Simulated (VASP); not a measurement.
# Re (P6_3/mmc) in VASP: further runs, part 2 of 3

VASP 6.6.1.

### 3 Relaxation of cell and atoms, PBEsol, target pressure -2 GPa, at which the enthalpy is minimised

This run uses another cell than the first one, of 14.71 Å³/atom.

INCAR reads:

```
SYSTEM = Re
  PREC = Accurate
  ENCUT = 600
  EDIFF = 1E-6
  ISMEAR = 0
  SIGMA = 0.1
  LREAL = .FALSE.
  LASPH = .TRUE.
  NELM = 80
  ALGO = Normal
  ISIF = 3
  LWAVE = .FALSE.
  LCHARG = .FALSE.
  GGA = PS
  IBRION = 2
  NSW = 80
  EDIFFG = -0.05
  PSTRESS = -20.0
```

KPOINTS reads:

```
Automatic mesh
0
G
  13 13 7
  0 0 0
```

POSCAR reads:

```
Re
1.0
    2.7608000000      0.0000000000      0.0000000000
   -1.3804000000      2.3909230000      0.0000000000
    0.0000000000      0.0000000000      4.4582000000
Re
2
Direct
    0.3333333333      0.6666666667      0.2500000000
    0.6666666667      0.3333333333      0.7500000000
```

Potentials or basis: VASP PAW PBE potentials, release 64 (Re).

Run with:

```console
$ cat potpaw_PBE.64/Re/POTCAR > POTCAR
$ mpirun -np 1 vasp_std > vasp.out
```

OUTCAR:

```text
SYSTEM = Re
   PREC = Accurate
   ENCUT = 600
   EDIFF = 1E-6
   ISMEAR = 0
   LREAL = .FALSE.
   LASPH = .TRUE.
   NELM = 80
   ISIF = 3
   GGA = PS
   IBRION = 2
   NSW = 80
   EDIFFG = -0.05
   PSTRESS = -20.0

 ion  position               nearest neighbor table
   1  0.333  0.667  0.250-   2 2.74   2 2.74   2 2.74   2 2.74   2 2.74   2 2.74
   2  0.667  0.333  0.750-   1 2.74   1 2.74   1 2.74   1 2.74   1 2.74   1 2.74

  LATTYP: Found a hexagonal cell.
 ALAT       =     2.7608000000
 C/A-ratio  =     1.6148217908

  Lattice vectors:

 A1 = (   2.7608000000,   0.0000000000,   0.0000000000)
 A2 = (  -1.3804000000,   2.3909230000,   0.0000000000)
 A3 = (   0.0000000000,   0.0000000000,   4.4582000000)

Analysis of symmetry for initial positions (statically):
=====================================================================
 Subroutine PRICEL returns:
 Original cell was already a primitive cell.

 Routine SETGRP: Setting up the symmetry group for a
 hexagonal supercell.

 Subroutine GETGRP returns: Found 24 space group operations
 (whereof 12 operations were pure point group operations)
 out of a pool of 24 trial point group operations.

The static configuration has the point symmetry D_3d.
 The point group associated with its full space group is D_6h.

Analysis of symmetry for dynamics (positions and initial velocities):
=====================================================================
 Subroutine PRICEL returns:
 Original cell was already a primitive cell.

 Routine SETGRP: Setting up the symmetry group for a
 hexagonal supercell.

 Subroutine GETGRP returns: Found 24 space group operations
 (whereof 12 operations were pure point group operations)
 out of a pool of 24 trial point group operations.

The dynamic configuration has the point symmetry D_3d.
 The point group associated with its full space group is D_6h.

 Subroutine INISYM returns: Found 24 space group operations
 (whereof 12 operations are pure point group operations),
 and found     1 'primitive' translations

----------------------------------------------------------------------------------------

                                     Primitive cell

  volume of cell :      29.4280

  direct lattice vectors                    reciprocal lattice vectors
     2.760800000  0.000000000  0.000000000     0.362213851  0.209124259  0.000000000
    -1.380400000  2.390923000  0.000000000     0.000000000  0.418248517  0.000000000
     0.000000000  0.000000000  4.458200000     0.000000000  0.000000000  0.224305774

  length of vectors
     2.760800000  2.760800056  4.458200000     0.418248526  0.418248517  0.224305774

  position of ions in fractional coordinates (direct lattice)
     0.333333333  0.666666667  0.250000000
     0.666666667  0.333333333  0.750000000

  ion indices of the primitive-cell ions
   primitive index   ion index
                 1           1
                 2           2

----------------------------------------------------------------------------------------

 KPOINTS: Automatic mesh

Automatic generation of k-mesh.
 Grid dimensions read from file:
 generate k-points for:   13   13    7

 Generating k-lattice:

[... 45 lines left out ...]
   total plane-waves  NPLWV =  20736
   dimension x,y,z NGX =    24 NGY =   24 NGZ =   36
   dimension x,y,z NGXF=    48 NGYF=   48 NGZF=   72
   ions per type =               2
   NGX,Y,Z   is equivalent  to a cutoff of  14.45, 14.45, 13.42 a.u.
   NGXF,Y,Z  is equivalent  to a cutoff of  28.90, 28.90, 26.85 a.u.
 SYSTEM =  Re
   PREC   = accura    normal or accurate (medium, high low for compatibility)
   ISTART =      0    job   : 0-new  1-cont  2-samecut
   ICHARG =      2    charge: 1-file 2-atom 10-const
   ISPIN  =      1    spin polarized calculation?
   LNONCOLLINEAR =      F non collinear calculations
   LSORBIT =      F    spin-orbit coupling
   LASPH  =      T    aspherical Exc in radial PAW
   ENCUT  =  600.0 eV  44.10 Ry    6.64 a.u.   5.51  5.51  8.90*2*pi/ulx,y,z
   NELM   =     80;   NELMIN=  2; NELMDL= -5     # of ELM steps
   EDIFF  = 0.1E-05   stopping-criterion for ELM
   LREAL  =      F    real-space projection
   EDIFFG = -.5E-01   stopping-criterion for IOM
   NSW    =     80    number of steps for IOM
   IBRION =      2    ionic relax: 0-MD 1-quasi-New 2-CG
   NFREE  =      1    steps in history (QN), initial steepest desc. (CG)
   ISIF   =      3    stress and relaxation
   ISYM   =      2    0-nonsym 1-usesym 2-fastsym
   POTIM  = 0.5000    time-step for ionic-motion
   TEBEG  =    0.0;   TEEND  =   0.0 temperature during run
   PSTRESS=  -20.0 pullay stress
   NELECT =      14.0000    total number of electrons
   NUPDOWN=      -1.0000    fix difference up-down
   EMIN   =  10.00;   EMAX   =-10.00  energy-range for DOS
   EFERMI =   0.00;   METHOD = LEGACY
   ISMEAR =     0;   SIGMA  =   0.10  broadening in eV -4-tet -1-fermi 0-gaus
   EFERMI_NEDOS =   21; number of points for ismear=-14 and -15
   IALGO  =     38    algorithm
   IMIX   =      4    mixing-type and parameters
     AMIX     =   0.40;   BMIX     =  1.00
     AMIX_MAG =   1.60;   BMIX_MAG =  1.00
  volume/ion in A,a.u.               =      14.71        99.29
  Fermi-wavevector in a.u.,A,eV,Ry     =   1.278000  2.415070 22.222174  1.633284
  Thomas-Fermi vector in A             =   2.410568
   LORBIT       =      0    0 simple, 1 ext, 2 COOP (PROOUT), +10 PAW based schemes
   GGA     = PS    functional components
   LHFCALC =     F    Hartree Fock is set to
   AEXX    =    0.0000 exact exchange contribution
   IVDW    =     0    specifies the selected vdW correction
   LEPSILON=     F    determine dielectric tensor
   LRPA    =     F    only Hartree local field effects (RPA)
 conjugate gradient relaxation of ions
 non-spin polarized calculation
 Gauss-broadening in eV      SIGMA  =   0.10
  energy-cutoff  :      600.00
  volume of cell :       29.43
 maximum number of plane-waves:      1007
 NGX is ok and might be reduce to    24
   NGX = 11   NGY = 11   NGZ = 17

--------------------------------------- Ionic step        1  -------------------------------------------

 number of electron      14.0000000 magnetization

 Free energy of the ion-electron system (eV)
  ---------------------------------------------------
  ext. energy  EPLUGINS =         0.00000000
  ---------------------------------------------------
  free energy    TOTEN  =       -26.73867182 eV

  energy without entropy =      -26.73042342  energy(sigma->0) =      -26.73454762

------------------------ aborting loop because EDIFF is reached ----------------------------------------

  FORCE on cell =-STRESS in cart. coord.  units (eV):
  Direction    XX          YY          ZZ          XY          YZ          ZX
  --------------------------------------------------------------------------------------
  -------------------------------------------------------------------------------------
  Total       -0.7321221     -0.7321222     -0.8954593      0.0000000     -0.0000000      0.0000000
  in kB      -39.8597010    -39.8597032    -48.7524367      0.0000000     -0.0000000      0.0000000
  external PRESSURE =     -22.8239470 kB  Pullay stress =     -20.0000000 kB
[... 63 lines left out ...]
--------------------------------------- Ionic step        3  -------------------------------------------

 number of electron      14.0000000 magnetization

 Free energy of the ion-electron system (eV)
  ---------------------------------------------------
  ext. energy  EPLUGINS =         0.00000000
  ---------------------------------------------------
  free energy    TOTEN  =       -26.74216398 eV

  energy without entropy =      -26.73398945  energy(sigma->0) =      -26.73807672

 E-fermi :   7.7653     XC(G=0): -13.8508

 val. band max:        7.7550389024   @ k =   0.0000   0.0000   0.1429
 cond. band min:       7.7872109781   @ k =   0.1538   0.0769   0.0000
 fundamental gap:      0.0321720757
 Fermi energy:         7.7652557545

 k-point     1 :       0.0000    0.0000    0.0000
  band No.  band energies     occupation
      1      -2.1494      2.00000
      2       1.1067      2.00000
      3       6.1900      2.00000
      4       6.1900      2.00000
      5       6.2057      2.00000
      6       7.0404      2.00000
      7       7.0404      2.00000
      8       7.9750      0.00301
      9       7.9750      0.00301
     10       8.4252      0.00000
     11      11.1942      0.00000
[... 309 lines left out ...]
 k-point    24 :       0.1538    0.0000    0.1429
  band No.  band energies     occupation
      1      -0.9953      2.00000
      2       1.9663      2.00000
      3       5.1071      2.00000
      4       5.4614      2.00000
      5       6.2521      2.00000
      6       6.7551      2.00000
      7       7.0761      2.00000
      8       7.5855      1.98900
      9       8.0276      0.00021
     10       8.1854      0.00000
     11      11.5355      0.00000

 [... further k-points ...]
[... 5 lines left out ...]
  --------------------------------------------------------------------------------------
  -------------------------------------------------------------------------------------
  Total       -0.3282940     -0.3282940     -0.4179490     -0.0000000     -0.0000000      0.0000000
  in kB      -17.9802321    -17.9802331    -22.8905240     -0.0000000     -0.0000000      0.0000000
  external PRESSURE =       0.3830036 kB  Pullay stress =     -20.0000000 kB
[... 21 lines left out ...]
  energy  without entropy=      -26.7339894527  energy(sigma->0) =      -26.73807672

  enthalpy is  TOTEN    =       -27.1073360895 eV   P V=       -0.3651721102

 reached required accuracy - stopping structural energy minimisation
```

CONTCAR:

```text
Re
   1.00000000000000
     2.7560444006474962    0.0000000000000000    0.0000000000000000
    -1.3780222003237481    2.3868045295870988    0.0000000000000000
    -0.0000000000000000   -0.0000000000000000    4.4470818684233491
  Re
     2
Direct
     0.3333333332999970    0.6666666667000030    0.2500000000000000
     0.6666666667000030    0.3333333332999970    0.7500000000000000

  0.00000000E+00  0.00000000E+00  0.00000000E+00
  0.00000000E+00  0.00000000E+00  0.00000000E+00
```

Wall time 75 s (1 thread of Intel Xeon 8259CL, shared host); peak memory 0.18 GiB.

Results:

| Quantity | Value |
| --- | --- |
| Free energy | -26.7422 eV |
| Relaxed volume | 14.63 Å³/atom |
| Relaxed cell | a = 2.756 Å, b = 2.756 Å, c = 4.447 Å, α = 90.00°, β = 90.00°, γ = 120.00° |
| Space group after relaxing (to 0.1 Å) | P6_3/mmc (No. 194) |
| Energy change on relaxing (the run minimises the enthalpy) | -1.7 meV/atom |
| Ionic steps | 3 |
| Pressure after relaxing | -2.0 GPa |
| Band gap on the k mesh | zero (bands 7 and 8 overlap by 2.81 eV) |

Stress tensor (GPa, compression positive):
```
-1.80  0.00  0.00
 0.00 -1.80  0.00
 0.00  0.00 -2.29
```

Step by step:
| step | energy change (eV) | largest force (eV/Å) | pressure (GPa) | volume (Å³) |
| --- | --- | --- | --- | --- |
| 1 | 0.0000 | 0.0000 | -4.28 | 29.43 |
| 2 | 0.0098 | 0.0000 | 8.17 | 28.54 |
| 3 | -0.0035 | 0.0000 | -1.96 | 29.25 |

Final structure:
```xyz
2
Lattice="2.7560 0.0000 0.0000 -1.3780 2.3868 0.0000 0.0000 0.0000 4.4471" Properties=species:S:1:pos:R:3 pbc="T T T"
Re    0.0000    1.5912    1.1118
Re    1.3780    0.7956    3.3353
```

Caveat: the cell is relaxed towards a set pressure, so the run minimises the enthalpy, not the energy; the PAW data sets were made with another functional, which shifts forces and pressure a little; spin-orbit coupling is left out, which moves the levels of the heavy elements.

(Continued in part 3 of 3.)
